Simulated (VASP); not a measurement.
A run of VASP 6.6.1:

POSCAR

```
O
1.0
    1.7755912592      0.0000000000      0.0000000000
    0.0000000000      1.7755912592      0.0000000000
    0.0000000000      0.0000000000      3.0530507000
O
1
Direct
    0.0000000000      0.0000000000      0.0000000000
```

The input INCAR.step1:

```
  PREC = Accurate
  ENCUT = 520
  ISMEAR = 0
  SIGMA = 0.1
  LREAL = False
  LASPH = True
  NELM = 80
  NBANDS = 9
  GGA = PE
  ALGO = Normal
  EDIFF = 1E-4
  LWAVE = True
  LCHARG = False
```

File INCAR.step2:

```
  PREC = Accurate
  ENCUT = 520
  EDIFF = 1E-6
  ISMEAR = 0
  SIGMA = 0.1
  LREAL = False
  LASPH = True
  NELM = 80
  ALGO = Normal
  ISIF = 2
  LWAVE = False
  LCHARG = False
  METAGGA = R2SCAN
  LMIXTAU = True
  NBANDS = 9
  ISTART = 1
```

The input KPOINTS:

```
Automatic mesh
0
Gamma
  10 10 6
```

Potentials or basis: VASP PAW PBE potentials, release 64 (O).

Launch:

```sh
$ cat potpaw_PBE.64/O/POTCAR > POTCAR
$ cp INCAR.step1 INCAR
$ mpirun -np 1 vasp_std > vasp.out
$ cp INCAR.step2 INCAR
$ mpirun -np 1 vasp_std > vasp.out
```

Hardware: 1 thread of Intel Xeon 8259CL, with other jobs on the host.

Q: How long does it take, and how much memory?

A: Run time: 36 s on 1 thread of Intel Xeon 8259CL, on a shared host, peak memory 0.12 GiB. Counts: k points 84.
